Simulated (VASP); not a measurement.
# MgO (Immm) in VASP: further runs

MgO is run at these levels: PBEsol; tasks: single point.

All numbers are computed with VASP 6.6.1; they aren't measurements. Logs are shortened: lines on timing, memory, paths and dates and some standing lists are left out, and cuts for length are marked.

### Step 1. The cell of the first run

Symmetry: Immm, No. 71, orthorhombic system. The conventional cell has a = 2.906 Å, b = 3.133 Å, c = 4.270 Å, α = 90.00°, β = 90.00°, γ = 90.00°. Within 2.8 Å of Mg (site symmetry mmm) lie 6 O at 2.14 Å. O (site symmetry mmm) has 6 Mg at 2.14 Å within 2.8 Å.

### Step 2. Single point, PBEsol (strain +0.0750 x Voigt [0, 0, 0, 0, 0, 1])

File INCAR:

```
SYSTEM = MgO
PREC     = Accurate       ! precision mode
ENCUT    = 520            ! plane-wave cutoff, eV
EDIFF    = 1E-7           ! SCF threshold, eV
ISMEAR   = 0              ! smearing method
SIGMA    = 0.05           ! smearing width, eV
LREAL    = .False.        ! projectors in reciprocal space
LASPH    = .True.         ! aspherical terms in the spheres
NELM     = 80             ! most SCF steps
ALGO     = Normal         ! electronic algorithm
ISIF     = 2              ! what is computed and relaxed
LWAVE    = .False.        ! write WAVECAR
LCHARG   = .True.         ! write CHGCAR
GGA      = PS             ! functional
LELF     = .True.         ! ELF
LVHAR    = .True.       
NBANDS   = 11             ! bands
```

File KPOINTS:

```
regular mesh
0
Gamma
  10 10 10
  0 0 0
```

File POSCAR:

```
MgO
1.0
    0.0800681250      2.1351500000      2.1351500000
    2.1351500000      0.0800681250      2.1351500000
    2.2152181250      2.2152181250      0.0000000000
Mg O
1 1
Direct
    0.0000000000      0.0000000000      0.0000000000
    0.5000000000      0.5000000000      0.5000000000
```

Potentials or basis: VASP PAW PBE potentials, release 64 (Mg, O).

Launch:

```bash
cat potpaw_PBE.64/Mg/POTCAR potpaw_PBE.64/O/POTCAR > POTCAR
mpirun -np 1 vasp_std > vasp.out
```

OUTCAR:

```text
SYSTEM = MgO
   PREC = Accurate
   ENCUT = 520
   EDIFF = 1E-7
   ISMEAR = 0
   LREAL = .False.
   LASPH = .True.
   NELM = 80
   ISIF = 2
   GGA = PS

 ion  position               nearest neighbor table
   1  0.000  0.000  0.000-   2 2.14   2 2.14   2 2.14   2 2.14   2 2.14   2 2.14
   2  0.500  0.500  0.500-   1 2.14   1 2.14   1 2.14   1 2.14   1 2.14   1 2.14

  LATTYP: Found a body centered orthorhombic cell.
 ALAT       =     2.9063246594
 B/A-ratio  =     1.0779220779
 C/A-ratio  =     1.4693127921

  Lattice vectors:

 A1 = (   2.1351500000,   0.0800681250,  -2.1351500000)
 A2 = (  -2.1351500000,  -0.0800681250,  -2.1351500000)
 A3 = (   0.0800681250,   2.1351500000,   2.1351500000)

Analysis of symmetry for initial positions (statically):
=====================================================================
 Subroutine PRICEL returns:
 Original cell was already a primitive cell.

 Routine SETGRP: Setting up the symmetry group for a
 body centered orthorhombic supercell.

 Subroutine GETGRP returns: Found  8 space group operations
 (whereof  8 operations were pure point group operations)
 out of a pool of  8 trial point group operations.

The static configuration has the point symmetry D_2h.

Analysis of symmetry for dynamics (positions and initial velocities):
=====================================================================
 Subroutine PRICEL returns:
 Original cell was already a primitive cell.

 Routine SETGRP: Setting up the symmetry group for a
 body centered orthorhombic supercell.

 Subroutine GETGRP returns: Found  8 space group operations
 (whereof  8 operations were pure point group operations)
 out of a pool of  8 trial point group operations.

The dynamic configuration has the point symmetry D_2h.

 Subroutine INISYM returns: Found  8 space group operations
 (whereof  8 operations are pure point group operations),
 and found     1 'primitive' translations

----------------------------------------------------------------------------------------

                                     Primitive cell

  volume of cell :      19.4403

  direct lattice vectors                    reciprocal lattice vectors
     0.080068125  2.135150000  2.135150000    -0.243299309  0.243299309  0.234175585
     2.135150000  0.080068125  2.135150000     0.243299309 -0.243299309  0.234175585
     2.215218125  2.215218125  0.000000000     0.225711407  0.225711407 -0.234175585

  length of vectors
     3.020619465  3.020619465  3.132791516     0.416205853  0.416205853  0.395890746

  position of ions in fractional coordinates (direct lattice)
     0.000000000  0.000000000  0.000000000
     0.500000000  0.500000000  0.500000000

  ion indices of the primitive-cell ions
   primitive index   ion index
                 1           1
                 2           2

----------------------------------------------------------------------------------------

 KPOINTS: regular mesh

Automatic generation of k-mesh.
 Grid dimensions read from file:
 generate k-points for:   10   10   10

 Generating k-lattice:

  Cartesian coordinates                     Fractional coordinates (reciprocal lattice)
    -0.024329931  0.024329931  0.023417558     0.100000000  0.000000000  0.000000000
     0.024329931 -0.024329931  0.023417558     0.000000000  0.100000000  0.000000000
     0.022571141  0.022571141 -0.023417558    -0.000000000 -0.000000000  0.100000000

  Length of vectors
     0.041620585  0.041620585  0.039589075

  Shift w.r.t. Gamma in fractional coordinates (k-lattice)
     0.000000000  0.000000000  0.000000000

 Subroutine IBZKPT returns following result:
 ===========================================

 Found    171 irreducible k-points:

 Following reciprocal coordinates:
            Coordinates               Weight
  0.000000  0.000000  0.000000      1.000000
  0.100000 -0.000000  0.000000      4.000000
  0.200000 -0.000000  0.000000      4.000000
  0.300000 -0.000000  0.000000      4.000000
  0.400000  0.000000  0.000000      4.000000
  0.500000 -0.000000  0.000000      2.000000
[... 16 lines left out ...]
  0.300000  0.300000  0.000000      2.000000
  0.400000  0.300000  0.000000      4.000000
 [... further k-points ...]
   k-points           NKPTS =    171   k-points in BZ     NKDIM =    171   number of bands    NBANDS=     11
   number of dos      NEDOS =    301   number of ions     NIONS =      2
   total plane-waves  NPLWV =  13824
   dimension x,y,z NGX =    24 NGY =   24 NGZ =   24
   dimension x,y,z NGXF=    48 NGYF=   48 NGZF=   48
   ions per type =               1   1
   NGX,Y,Z   is equivalent  to a cutoff of  13.21, 13.21, 12.74 a.u.
   NGXF,Y,Z  is equivalent  to a cutoff of  26.42, 26.42, 25.47 a.u.
 SYSTEM =  MgO
   PREC   = accura    normal or accurate (medium, high low for compatibility)
   ISTART =      0    job   : 0-new  1-cont  2-samecut
   ICHARG =      2    charge: 1-file 2-atom 10-const
   ISPIN  =      1    spin polarized calculation?
   LNONCOLLINEAR =      F non collinear calculations
   LSORBIT =      F    spin-orbit coupling
   LASPH  =      T    aspherical Exc in radial PAW
   ENCUT  =  520.0 eV  38.22 Ry    6.18 a.u.   5.62  5.62  5.82*2*pi/ulx,y,z
   NELM   =     80;   NELMIN=  2; NELMDL= -5     # of ELM steps
   EDIFF  = 0.1E-06   stopping-criterion for ELM
   LREAL  =      F    real-space projection
   EDIFFG = 0.1E-05   stopping-criterion for IOM
   NSW    =      0    number of steps for IOM
   IBRION =     -1    ionic relax: 0-MD 1-quasi-New 2-CG
   NFREE  =      0    steps in history (QN), initial steepest desc. (CG)
   ISIF   =      2    stress and relaxation
   ISYM   =      2    0-nonsym 1-usesym 2-fastsym
   POTIM  = 0.5000    time-step for ionic-motion
   TEBEG  =    0.0;   TEEND  =   0.0 temperature during run
   PSTRESS=    0.0 pullay stress
   NELECT =       8.0000    total number of electrons
   NUPDOWN=      -1.0000    fix difference up-down
   EMIN   =  10.00;   EMAX   =-10.00  energy-range for DOS
   EFERMI =   0.00;   METHOD = LEGACY
   ISMEAR =     0;   SIGMA  =   0.05  broadening in eV -4-tet -1-fermi 0-gaus
   EFERMI_NEDOS =   21; number of points for ismear=-14 and -15
   IALGO  =     38    algorithm
   IMIX   =      4    mixing-type and parameters
     AMIX     =   0.40;   BMIX     =  1.00
     AMIX_MAG =   1.60;   BMIX_MAG =  1.00
  volume/ion in A,a.u.               =       9.72        65.59
  Fermi-wavevector in a.u.,A,eV,Ry     =   1.217690  2.301101 20.174304  1.482770
  Thomas-Fermi vector in A             =   2.353002
   LORBIT       =      0    0 simple, 1 ext, 2 COOP (PROOUT), +10 PAW based schemes
   GGA     = PS    functional components
   LHFCALC =     F    Hartree Fock is set to
   AEXX    =    0.0000 exact exchange contribution
   IVDW    =     0    specifies the selected vdW correction
   LEPSILON=     F    determine dielectric tensor
   LRPA    =     F    only Hartree local field effects (RPA)
 non-spin polarized calculation
 Gauss-broadening in eV      SIGMA  =   0.05
  energy-cutoff  :      520.00
  volume of cell :       19.44
 maximum number of plane-waves:       538
   NGX = 11   NGY = 11   NGZ = 11

 number of electron       8.0000000 magnetization

 Free energy of the ion-electron system (eV)
  ---------------------------------------------------
  ext. energy  EPLUGINS =         0.00000000
  ---------------------------------------------------
  free energy    TOTEN  =       -12.45013389 eV

  energy without entropy =      -12.45013389  energy(sigma->0) =      -12.45013389

 E-fermi :   3.3649     XC(G=0): -11.1216

 val. band max:        3.0819115628   @ k =   0.0000   0.0000   0.0000
 cond. band min:       6.9835979128   @ k =   0.0000   0.0000   0.0000
 fundamental gap:      3.9016863500
 Fermi energy:         3.3649086704

 k-point     1 :       0.0000    0.0000    0.0000
  band No.  band energies     occupation
      1     -14.2146      2.00000
      2       2.5304      2.00000
      3       2.7722      2.00000
      4       3.0819      2.00000
      5       6.9836      0.00000
      6      17.1620      0.00000
      7      18.2686      0.00000
      8      19.3071      0.00000
      9      21.8153      0.00000
     10      23.7839      0.00000
     11      23.8787      0.00000

 k-point     2 :       0.1000   -0.0000    0.0000
  band No.  band energies     occupation
      1     -14.1066      2.00000
      2       2.2819      2.00000
      3       2.4643      2.00000
      4       2.8266      2.00000
      5       7.6312      0.00000
      6      17.3292      0.00000
      7      17.4146      0.00000
      8      18.8826      0.00000
      9      22.7689      0.00000
     10      22.9265      0.00000
     11      23.6468      0.00000

 k-point     3 :       0.2000   -0.0000    0.0000
  band No.  band energies     occupation
      1     -13.8097      2.00000
      2       0.9985      2.00000
      3       2.2975      2.00000
      4       2.6118      2.00000
      5       8.8061      0.00000
      6      15.7126      0.00000
      7      17.9440      0.00000
      8      19.0907      0.00000
      9      21.7879      0.00000
     10      22.5568      0.00000
     11      24.1155      0.00000

 k-point     4 :       0.3000   -0.0000    0.0000
  band No.  band energies     occupation
      1     -13.4091      2.00000
      2      -0.2889      2.00000
      3       2.1025      2.00000
      4       2.3874      2.00000
      5       9.6803      0.00000
      6      14.9692      0.00000
      7      18.1005      0.00000
      8      18.9038      0.00000
      9      22.0456      0.00000
     10      23.1287      0.00000
     11      23.6808      0.00000

 k-point     5 :       0.4000    0.0000    0.0000
  band No.  band energies     occupation
      1     -13.0502      2.00000
      2      -1.2315      2.00000
      3       1.9527      2.00000
      4       2.2177      2.00000
      5       9.9865      0.00000
      6      15.0405      0.00000
      7      17.8622      0.00000
      8      18.5662      0.00000
      9      22.8044      0.00000
     10      23.2333      0.00000
     11      24.8182      0.00000
[... 211 lines left out ...]
 k-point    21 :      -0.3000    0.2000    0.0000
  band No.  band energies     occupation
      1     -12.9607      2.00000
      2      -0.7371      2.00000
      3       1.1244      2.00000
      4       1.8944      2.00000
      5      11.4160      0.00000
      6      14.2846      0.00000
      7      16.2675      0.00000
      8      18.7131      0.00000
      9      21.8299      0.00000
     10      24.0947      0.00000
     11      26.6246      0.00000

 k-point    22 :      -0.2000    0.2000    0.0000
  band No.  band energies     occupation
      1     -13.2705      2.00000
      2      -0.2043      2.00000
      3       1.6096      2.00000
      4       2.1200      2.00000
      5      10.6409      0.00000
      6      14.3100      0.00000
      7      17.2123      0.00000
      8      19.2181      0.00000
      9      19.9772      0.00000
     10      24.2312      0.00000
     11      26.2267      0.00000

 k-point    23 :       0.3000    0.3000    0.0000
  band No.  band energies     occupation
      1     -13.2761      2.00000
      2      -0.3175      2.00000
      3       1.4976      2.00000
      4       2.2925      2.00000
      5      10.9635      0.00000
      6      13.0691      0.00000
      7      16.7339      0.00000
      8      19.3218      0.00000
      9      20.9638      0.00000
     10      26.4688      0.00000
     11      29.1577      0.00000

 k-point    24 :       0.4000    0.3000    0.0000
  band No.  band energies     occupation
      1     -13.0338      2.00000
      2      -0.6889      2.00000
      3       1.3446      2.00000
      4       1.8846      2.00000
      5      11.3525      0.00000
      6      13.1788      0.00000
      7      15.9010      0.00000
      8      19.5679      0.00000
      9      21.3121      0.00000
     10      26.9932      0.00000
     11      28.8571      0.00000

 [... further k-points ...]
[... 5 lines left out ...]
  --------------------------------------------------------------------------------------
  -------------------------------------------------------------------------------------
  Total       -0.6918267     -0.6918267     -0.8285805     -1.2740683      0.0000000      0.0000000
  in kB      -57.0169347    -57.0169347    -68.2875084   -105.0024135      0.0000000      0.0000000
  external PRESSURE =     -60.7737926 kB  Pullay stress =       0.0000000 kB

 VOLUME and BASIS-vectors are now :
 -----------------------------------------------------------------------------
  energy-cutoff  :      520.00
  volume of cell :       19.44
      direct lattice vectors                 reciprocal lattice vectors
     0.080068125  2.135150000  2.135150000    -0.243299309  0.243299309  0.234175585
     2.135150000  0.080068125  2.135150000     0.243299309 -0.243299309  0.234175585
     2.215218125  2.215218125  0.000000000     0.225711407  0.225711407 -0.234175585

 POSITION                                       TOTAL-FORCE (eV/Angst)
 -----------------------------------------------------------------------------------
      0.00000      0.00000      0.00000         0.000000      0.000000     -0.000000
      2.21522      2.21522      2.13515        -0.000000      0.000000      0.000000
 -----------------------------------------------------------------------------------
    total drift:                               -0.000000     -0.000000      0.000000

  FREE ENERGIE OF THE ION-ELECTRON SYSTEM (eV)
  ---------------------------------------------------
  free  energy   TOTEN  =       -12.4501338885 eV

  energy  without entropy=      -12.4501338885  energy(sigma->0) =      -12.45013389
```

Wall time 36 s (1 thread of AMD EPYC 7R43 (Zen 3), shared host); peak memory 0.13 GiB.

What came out:

- Free energy: -12.4501 eV
- Pressure: -6.1 GPa
- Band gap on the k mesh: 3.90 eV, direct

Stress tensor (GPa, compression positive):
```
 -5.70 -10.50   0.00
-10.50  -5.70   0.00
  0.00   0.00  -6.83
```

Caveat: the cell differs from its parent crystal (strain +0.0750 x Voigt [0, 0, 0, 0, 0, 1]); the PAW data sets were made with another functional, which shifts forces and pressure a little.

(Continued in part 2 of 2.)
